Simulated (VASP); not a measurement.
Runs of VASP 6.6.1 on CdS. The structure is that of space group Fm-3m (No. 225), or close to it. The cells are those of the table. 

| task | level | spin | U | cell | k mesh | cutoff (eV) | smearing | k mesh for the DOS | occupations for the DOS | gap on the mesh (eV) | pressure (GPa) |
| --- | --- | --- | --- | --- | --- | --- | --- | --- | --- | --- | --- |
| single point | PBE | collinear, ferromagnetic start | - | a = 3.886, b = 3.907, c = 3.907 Å, angles 60.0, 59.9, 60.0°, 2 atoms | 1 × 1 × 1 | 500 | gaussian 0.1 eV | - | - | (a) | (c) |
| single point | PBE+U | off | Cd d U = 2.4 eV | a = 3.894 Å, angles 60.0°, 2 atoms | 2 × 2 × 2 | 520 | methfessel-paxton 0.1 eV | - | - | 0.09 | 6.1 |
| single point | RPBE+D3(BJ)+U | off | Cd d U = 3.5 eV | a = 3.894 Å, angles 60.0°, 2 atoms | 4 × 4 × 4 | 500 | gaussian 0.1 eV | - | - | (b) | -13.4 |
| single point | PBE | off | - | a = 3.752 Å, angles 60.0°, 2 atoms | 4 × 4 × 4 | 520 | tetrahedron | - | - | 0.19 | 10.8 |

Alike in all rows: potentials or basis VASP PAW PBE potentials, release 64 (Cd, S).

Q: Estimate the missing entries.

A: (a) 0.64; (b) 0.58; (c) 7.3.

Caveats: all runs use coarse meshes; three body term missing (some runs); the PAW data sets were made with another functional, which shifts forces and pressure a little (some runs).

A k mesh can miss the band edges, and the runs leave out spin-orbit coupling on Cd.
